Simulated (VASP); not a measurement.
# Cd (Im-3m) in VASP: a series of runs

The runs below take Cd through single point, relaxation of cell and atoms, with PBE.

All numbers are computed with VASP 6.6.1; they aren't measurements. Logs are shortened: lines on timing, memory, paths and dates and some standing lists are left out, and cuts for length are marked.

## 1. The cell of the first run

It takes space group Im-3m (No. 229, cubic). Conventional cell: a = 3.154 Å, b = 3.154 Å, c = 3.154 Å, α = 90.00°, β = 90.00°, γ = 90.00°. Cd (site symmetry m-3m) has 14 Cd at 2.73 to 3.15 Å within 3.6 Å.

This isn't the form of Cd at room conditions, which is hcp.

## 2. Single point, PBE

File INCAR:

```
ALGO = Normal
EDIFF = 1E-7
ENCUT = 520
GGA = PE
ISIF = 2
ISMEAR = -1
LASPH = True
LCHARG = False
LREAL = False
LWAVE = False
NBANDS = 12
NELM = 100
PREC = Accurate
SIGMA = 0.1
```

File KPOINTS:

```
k-points
0
Gamma
  17 17 17
```

File POSCAR:

```
Cd
1.0
   -1.5767539585      1.5767539585      1.5767539585
    1.5767539585     -1.5767539585      1.5767539585
    1.5767539585      1.5767539585     -1.5767539585
Cd
1
Direct
    0.0000000000      0.0000000000      0.0000000000
```

Potentials or basis: VASP PAW PBE potentials, release 64 (Cd).

Launch:

```console
$ cat potpaw_PBE.64/Cd/POTCAR > POTCAR
$ mpirun -np 1 vasp_std > vasp.out
```

OUTCAR:

```text
EDIFF = 1E-7
   ENCUT = 520
   GGA = PE
   ISIF = 2
   ISMEAR = -1
   LASPH = True
   LREAL = False
   NELM = 100
   PREC = Accurate

 ion  position               nearest neighbor table
   1  0.000  0.000  0.000-

  LATTYP: Found a body centered cubic cell.
 ALAT       =     3.1535079170

  Lattice vectors:

 A1 = (  -1.5767539585,   1.5767539585,   1.5767539585)
 A2 = (   1.5767539585,  -1.5767539585,   1.5767539585)
 A3 = (   1.5767539585,   1.5767539585,  -1.5767539585)

Analysis of symmetry for initial positions (statically):
=====================================================================
 Subroutine PRICEL returns:
 Original cell was already a primitive cell.

 Routine SETGRP: Setting up the symmetry group for a
 body centered cubic supercell.

 Subroutine GETGRP returns: Found 48 space group operations
 (whereof 48 operations were pure point group operations)
 out of a pool of 48 trial point group operations.

The static configuration has the point symmetry O_h .

Analysis of symmetry for dynamics (positions and initial velocities):
=====================================================================
 Subroutine PRICEL returns:
 Original cell was already a primitive cell.

 Routine SETGRP: Setting up the symmetry group for a
 body centered cubic supercell.

 Subroutine GETGRP returns: Found 48 space group operations
 (whereof 48 operations were pure point group operations)
 out of a pool of 48 trial point group operations.

The dynamic configuration has the point symmetry O_h .

 Subroutine INISYM returns: Found 48 space group operations
 (whereof 48 operations are pure point group operations),
 and found     1 'primitive' translations

----------------------------------------------------------------------------------------

                                     Primitive cell

  volume of cell :      15.6802

  direct lattice vectors                    reciprocal lattice vectors
    -1.576753959  1.576753959  1.576753959     0.000000000  0.317107179  0.317107179
     1.576753959 -1.576753959  1.576753959     0.317107179  0.000000000  0.317107179
     1.576753959  1.576753959 -1.576753959     0.317107179  0.317107179  0.000000000

  length of vectors
     2.731017967  2.731017967  2.731017967     0.448457273  0.448457273  0.448457273

  position of ions in fractional coordinates (direct lattice)
     0.000000000  0.000000000  0.000000000

  ion indices of the primitive-cell ions
   primitive index   ion index
                 1           1

----------------------------------------------------------------------------------------

 KPOINTS: k-points

Automatic generation of k-mesh.
 Grid dimensions read from file:
 generate k-points for:   17   17   17

 Generating k-lattice:

  Cartesian coordinates                     Fractional coordinates (reciprocal lattice)
     0.000000000  0.018653363  0.018653363     0.058823529  0.000000000  0.000000000
     0.018653363  0.000000000  0.018653363     0.000000000  0.058823529  0.000000000
     0.018653363  0.018653363  0.000000000     0.000000000  0.000000000  0.058823529

  Length of vectors
     0.026379840  0.026379840  0.026379840

  Shift w.r.t. Gamma in fractional coordinates (k-lattice)
     0.000000000  0.000000000  0.000000000

 Subroutine IBZKPT returns following result:
 ===========================================

 Found    165 irreducible k-points:

 Following reciprocal coordinates:
            Coordinates               Weight
  0.000000  0.000000  0.000000      1.000000
  0.058824  0.000000  0.000000     12.000000
  0.117647  0.000000  0.000000     12.000000
  0.176471  0.000000  0.000000     12.000000
  0.235294  0.000000  0.000000     12.000000
  0.294118  0.000000  0.000000     12.000000
[... 16 lines left out ...]
  0.411765  0.117647  0.000000     48.000000
  0.176471  0.176471  0.000000     24.000000
 [... further k-points ...]
   k-points           NKPTS =    165   k-points in BZ     NKDIM =    165   number of bands    NBANDS=     12
   number of dos      NEDOS =    301   number of ions     NIONS =      1
   total plane-waves  NPLWV =   8000
   dimension x,y,z NGX =    20 NGY =   20 NGZ =   20
   dimension x,y,z NGXF=    40 NGYF=   40 NGZF=   40
   ions per type =               1
   NGX,Y,Z   is equivalent  to a cutoff of  12.17, 12.17, 12.17 a.u.
   NGXF,Y,Z  is equivalent  to a cutoff of  24.35, 24.35, 24.35 a.u.
 SYSTEM =  unknown system
   PREC   = accura    normal or accurate (medium, high low for compatibility)
   ISTART =      0    job   : 0-new  1-cont  2-samecut
   ICHARG =      2    charge: 1-file 2-atom 10-const
   ISPIN  =      1    spin polarized calculation?
   LNONCOLLINEAR =      F non collinear calculations
   LSORBIT =      F    spin-orbit coupling
   LASPH  =      T    aspherical Exc in radial PAW
   ENCUT  =  520.0 eV  38.22 Ry    6.18 a.u.   5.08  5.08  5.08*2*pi/ulx,y,z
   NELM   =    100;   NELMIN=  2; NELMDL= -5     # of ELM steps
   EDIFF  = 0.1E-06   stopping-criterion for ELM
   LREAL  =      F    real-space projection
   EDIFFG = 0.1E-05   stopping-criterion for IOM
   NSW    =      0    number of steps for IOM
   IBRION =     -1    ionic relax: 0-MD 1-quasi-New 2-CG
   NFREE  =      0    steps in history (QN), initial steepest desc. (CG)
   ISIF   =      2    stress and relaxation
   ISYM   =      2    0-nonsym 1-usesym 2-fastsym
   POTIM  = 0.5000    time-step for ionic-motion
   TEBEG  =    0.0;   TEEND  =   0.0 temperature during run
   PSTRESS=    0.0 pullay stress
   NELECT =      12.0000    total number of electrons
   NUPDOWN=      -1.0000    fix difference up-down
   EMIN   =  10.00;   EMAX   =-10.00  energy-range for DOS
   EFERMI =   0.00;   METHOD = LEGACY
   ISMEAR =    -1;   SIGMA  =   0.10  broadening in eV -4-tet -1-fermi 0-gaus
   EFERMI_NEDOS =   21; number of points for ismear=-14 and -15
   IALGO  =     38    algorithm
   IMIX   =      4    mixing-type and parameters
     AMIX     =   0.40;   BMIX     =  1.00
     AMIX_MAG =   1.60;   BMIX_MAG =  1.00
  volume/ion in A,a.u.               =      15.68       105.82
  Fermi-wavevector in a.u.,A,eV,Ry     =   1.497447  2.829764 30.508970  2.242346
  Thomas-Fermi vector in A             =   2.609333
   LORBIT       =      0    0 simple, 1 ext, 2 COOP (PROOUT), +10 PAW based schemes
   GGA     = PE    functional components
   LHFCALC =     F    Hartree Fock is set to
   AEXX    =    0.0000 exact exchange contribution
   IVDW    =     0    specifies the selected vdW correction
   LEPSILON=     F    determine dielectric tensor
   LRPA    =     F    only Hartree local field effects (RPA)
 non-spin polarized calculation
  energy-cutoff  :      520.00
  volume of cell :       15.68
 maximum number of plane-waves:       435
   NGX = 11   NGY = 11   NGZ = 11

 number of electron      12.0000012 magnetization

 Free energy of the ion-electron system (eV)
  ---------------------------------------------------
  ext. energy  EPLUGINS =         0.00000000
  ---------------------------------------------------
  free energy    TOTEN  =         0.07046674 eV

  energy without entropy =        0.07959903  energy(sigma->0) =        0.07503288

 E-fermi :   6.3689     XC(G=0): -12.8583

 val. band max:        6.3183432542   @ k =   0.4118   0.1176   0.0000
 cond. band min:       6.3710269846   @ k =  -0.4118  -0.4118   0.0588
 fundamental gap:      0.0526837304
 Fermi energy:         6.3688939413

 k-point     1 :       0.0000    0.0000    0.0000
  band No.  band energies     occupation
      1      -5.9043      2.00000
      2      -4.7661      2.00000
      3      -4.7661      2.00000
      4      -4.7661      2.00000
      5      -3.5352      2.00000
      6      -3.5352      2.00000
      7      22.8227      0.00000
      8      22.8227      0.00000
      9      22.8227      0.00000
     10      27.8143      0.00000
     11      27.8143      0.00000
     12      27.8144      0.00000

 k-point     2 :       0.0588    0.0000    0.0000
  band No.  band energies     occupation
      1      -5.7856      2.00000
      2      -4.7900      2.00000
      3      -4.7573      2.00000
      4      -4.7046      2.00000
      5      -3.5608      2.00000
      6      -3.5337      2.00000
      7      22.2285      0.00000
      8      22.7072      0.00000
      9      22.8178      0.00000
     10      26.3921      0.00000
     11      26.4487      0.00000
     12      26.8292      0.00000

 k-point     3 :       0.1176    0.0000    0.0000
  band No.  band energies     occupation
      1      -5.4767      2.00000
      2      -4.8578      2.00000
      3      -4.6945      2.00000
      4      -4.5254      2.00000
      5      -3.6213      2.00000
      6      -3.5289      2.00000
      7      20.4914      0.00000
      8      22.1407      0.00000
      9      22.8046      0.00000
     10      25.1278      0.00000
     11      25.2383      0.00000
     12      25.7332      0.00000
[... 286 lines left out ...]
 k-point    23 :       0.4118    0.1176    0.0000
  band No.  band energies     occupation
      1      -5.6661      2.00000
      2      -5.3417      2.00000
      3      -3.6315      2.00000
      4      -3.5942      2.00000
      5      -2.9413      2.00000
      6       2.6903      2.00000
      7       6.3183      1.24751
      8      14.7226      0.00000
      9      17.4716      0.00000
     10      23.5401      0.00000
     11      26.9546      0.00000
     12      29.0647      0.00000

 k-point    24 :       0.1765    0.1765    0.0000
  band No.  band energies     occupation
      1      -5.2667      2.00000
      2      -4.9358      2.00000
      3      -4.2561      2.00000
      4      -3.7921      2.00000
      5      -3.4417      2.00000
      6      -1.6764      2.00000
      7      14.5370      0.00000
      8      14.7249      0.00000
      9      19.4042      0.00000
     10      23.6949      0.00000
     11      26.4614      0.00000
     12      28.8713      0.00000

 [... further k-points ...]

------------------------ aborting loop because EDIFF is reached ----------------------------------------

  FORCE on cell =-STRESS in cart. coord.  units (eV):
  Direction    XX          YY          ZZ          XY          YZ          ZX
  --------------------------------------------------------------------------------------
  -------------------------------------------------------------------------------------
  Total        4.8488961      4.8488961      4.8488961      0.0000000      0.0000000      0.0000000
  in kB      495.4521119    495.4521119    495.4521119      0.0000000      0.0000000      0.0000000
  external PRESSURE =     495.4521119 kB  Pullay stress =       0.0000000 kB

 VOLUME and BASIS-vectors are now :
 -----------------------------------------------------------------------------
  energy-cutoff  :      520.00
  volume of cell :       15.68
      direct lattice vectors                 reciprocal lattice vectors
    -1.576753959  1.576753959  1.576753959     0.000000000  0.317107179  0.317107179
     1.576753959 -1.576753959  1.576753959     0.317107179  0.000000000  0.317107179
     1.576753959  1.576753959 -1.576753959     0.317107179  0.317107179  0.000000000

 POSITION                                       TOTAL-FORCE (eV/Angst)
 -----------------------------------------------------------------------------------
      0.00000      0.00000      0.00000         0.000000      0.000000      0.000000
 -----------------------------------------------------------------------------------
    total drift:                                0.000000     -0.000000     -0.000000

  FREE ENERGIE OF THE ION-ELECTRON SYSTEM (eV)
  ---------------------------------------------------
  free  energy   TOTEN  =         0.0704667358 eV

  energy  without entropy=        0.0795990283  energy(sigma->0) =        0.07503288
```

Wall time 23 s (1 thread of Intel Xeon 8259CL, shared host); peak memory 0.15 GiB.

Results:

```
Free energy            : 0.0705 eV
Pressure               : 49.5 GPa
Band gap on the k mesh : zero (bands 6 and 7 overlap by 3.47 eV)
```

Levels at points of the mesh, in eV from the Fermi level:
| k point | band 3 | band 4 | band 5 | band 6 | band 7 | band 8 | band 9 | band 10 |
| --- | --- | --- | --- | --- | --- | --- | --- | --- |
| (0.00, 0.00, 0.00) | -11.13 | -11.13 | -9.90 | -9.90 | 16.45 | 16.45 | 16.45 | 21.45 |

Caveat: the cell stands under pressure.

## 3. Single point, PBE

File INCAR:

```
SYSTEM = Cd
PREC = Accurate
ENCUT = 520
EDIFF = 1E-7
ISMEAR = -1
SIGMA = 0.1
LREAL = .FALSE.
LASPH = .TRUE.
NELM = 100
ALGO = Normal
ISIF = 2
LWAVE = .FALSE.
LCHARG = .FALSE.
GGA = PE
NBANDS = 12
```

File KPOINTS:

```
Automatic mesh
0
G
  17 17 17
  0 0 0
```

File POSCAR:

```
Cd
1.0
   -1.5766560280      1.5766560280      1.5766560280
    1.5766560280     -1.5766560280      1.5766560280
    1.5766560280      1.5766560280     -1.5766560280
Cd
1
Direct
    0.0000000000      0.0000000000      0.0000000000
```

Potentials or basis: VASP PAW PBE potentials, release 64 (Cd).

Launch:

```console
$ cat potpaw_PBE.64/Cd/POTCAR > POTCAR
$ mpirun -np 1 vasp_std > vasp.out
```

Wall time 30 s (1 thread of Intel Xeon 8259CL, shared host); peak memory 0.15 GiB.

Results (log left out):

```yaml
Free_energy: 0.0714 eV
Pressure: 49.6 GPa
Band_gap_on_the_k_mesh: zero (bands 6 and 7 overlap by 3.46 eV)
```

Levels at points of the mesh, in eV from the Fermi level:
```csv
k point,band 4,band 5,band 6,band 7,band 8,band 9
"(0.00, 0.00, 0.00)",-11.14,-9.91,-9.91,16.45,16.45,16.45
```

Caveat: the cell stands under pressure.

## 4. Relaxation of cell and atoms, PBE, target pressure 48 GPa, at which the enthalpy is minimised

This run uses another cell than the first one, of 15.62 Å³/atom.

File INCAR:

```
PREC = Accurate
ENCUT = 600
EDIFF = 1E-7
ISMEAR = -1
SIGMA = 0.1
LREAL = F
LASPH = T
NELM = 100
ALGO = Normal
ISIF = 3
LWAVE = F
LCHARG = F
GGA = PE
IBRION = 2
NSW = 60
EDIFFG = -0.005
PSTRESS = 480.0
```

File KPOINTS:

```
regular mesh
0
Gamma
  17 17 17
```

File POSCAR:

```
Cd
1.0
   -1.5747602085      1.5747602085      1.5747602085
    1.5747602085     -1.5747602085      1.5747602085
    1.5747602085      1.5747602085     -1.5747602085
Cd
1
Direct
    0.0000000000      0.0000000000      0.0000000000
```

Potentials or basis: VASP PAW PBE potentials, release 64 (Cd).

Launch:

```console
$ cat potpaw_PBE.64/Cd/POTCAR > POTCAR
$ mpirun -np 1 vasp_std > vasp.out
```

OUTCAR:

```text
PREC = Accurate
   ENCUT = 600
   EDIFF = 1E-7
   ISMEAR = -1
   LREAL = F
   LASPH = T
   NELM = 100
   ISIF = 3
   GGA = PE
   IBRION = 2
   NSW = 60
   EDIFFG = -0.005
   PSTRESS = 480.0

 ion  position               nearest neighbor table
   1  0.000  0.000  0.000-

  LATTYP: Found a body centered cubic cell.
 ALAT       =     3.1495204170

  Lattice vectors:

 A1 = (  -1.5747602085,   1.5747602085,   1.5747602085)
 A2 = (   1.5747602085,  -1.5747602085,   1.5747602085)
 A3 = (   1.5747602085,   1.5747602085,  -1.5747602085)

Analysis of symmetry for initial positions (statically):
=====================================================================
 Subroutine PRICEL returns:
 Original cell was already a primitive cell.
[... 256 lines left out ...]
 cond. band min:       6.2989563041   @ k =  -0.4118  -0.4118   0.0588
 fundamental gap:      0.0533926174
 Fermi energy:         6.2980060886

 k-point     1 :       0.0000    0.0000    0.0000
  band No.  band energies     occupation
      1      -5.9072      2.00000
      2      -4.7954      2.00000
      3      -4.7954      2.00000
      4      -4.7954      2.00000
      5      -3.5764      2.00000
      6      -3.5764      2.00000
      7      22.7465      0.00000
      8      22.7465      0.00000
      9      22.7465      0.00000
     10      27.6589      0.00000
[... 287 lines left out ...]
 k-point    24 :       0.1765    0.1765    0.0000
  band No.  band energies     occupation
      1      -5.2890      2.00000
      2      -4.9620      2.00000
      3      -4.2840      2.00000
      4      -3.8305      2.00000
      5      -3.4840      2.00000
      6      -1.7095      2.00000
      7      14.4444      0.00000
      8      14.6404      0.00000
      9      19.3034      0.00000
     10      23.6005      0.00000

 [... further k-points ...]

------------------------ aborting loop because EDIFF is reached ----------------------------------------

  FORCE on cell =-STRESS in cart. coord.  units (eV):
  Direction    XX          YY          ZZ          XY          YZ          ZX
  --------------------------------------------------------------------------------------
  -------------------------------------------------------------------------------------
  Total        4.7215687      4.7215687      4.7215687      0.0000000     -0.0000000      0.0000000
  in kB      479.9216187    479.9216187    479.9216187      0.0000000     -0.0000000      0.0000000
  external PRESSURE =      -0.0783813 kB  Pullay stress =     480.0000000 kB
[... 20 lines left out ...]
  energy  without entropy=        0.0547355560  energy(sigma->0) =        0.05017017

  enthalpy is  TOTEN    =         4.7679446002 eV   P V=        4.7223398169

 reached required accuracy - stopping structural energy minimisation
```

CONTCAR:

```text
Cd
   1.00000000000000
    -1.5795093329088155    1.5795093329088155    1.5795093329088155
     1.5795093329088155   -1.5795093329088155    1.5795093329088155
     1.5795093329088155    1.5795093329088155   -1.5795093329088155
  Cd
     1
Direct
     0.0000000000000000    0.0000000000000000    0.0000000000000000

  0.00000000E+00  0.00000000E+00  0.00000000E+00
```

It took 77 s on 1 thread of Intel Xeon 8259CL, shared host; peak memory 0.17 GiB.

What came out:

| Item | Value |
| --- | --- |
| Free energy | 0.0456 eV |
| Relaxed volume | 15.76 Å³/atom |
| Relaxed cell | a = 2.736 Å, b = 2.736 Å, c = 2.736 Å, α = 109.47°, β = 109.47°, γ = 109.47° |
| Space group after relaxing (to 0.1 Å) | Im-3m (No. 229) |
| Energy change on relaxing (the run minimises the enthalpy) | -43.5 meV/atom |
| Ionic steps | 3 |
| Pressure after relaxing | 48.0 GPa |
| Band gap on the k mesh | zero (bands 6 and 7 overlap by 3.48 eV) |

The path:
| step | energy change (eV) | largest force (eV/Å) | pressure (GPa) | volume (Å³) |
| --- | --- | --- | --- | --- |
| 1 | 0.0000 | 0.0000 | 50.40 | 15.62 |
| 2 | -0.1536 | 0.0000 | 41.86 | 16.16 |
| 3 | -0.0435 | 0.0000 | 47.99 | 15.76 |

Final structure:
```xyz
1
Lattice="-1.5795 1.5795 1.5795 1.5795 -1.5795 1.5795 1.5795 1.5795 -1.5795" Properties=species:S:1:pos:R:3 pbc="T T T"
Cd    0.0000    0.0000    0.0000
```

Levels at points of the mesh, in eV from the Fermi level:
```csv
k point,band 3,band 4,band 5,band 6,band 7,band 8,band 9,band 10
"(0.00, 0.00, 0.00)",-11.09,-11.09,-9.87,-9.87,16.45,16.45,16.45,21.36
```

Caveat: the cell is relaxed towards a set pressure, so the run minimises the enthalpy, not the energy.
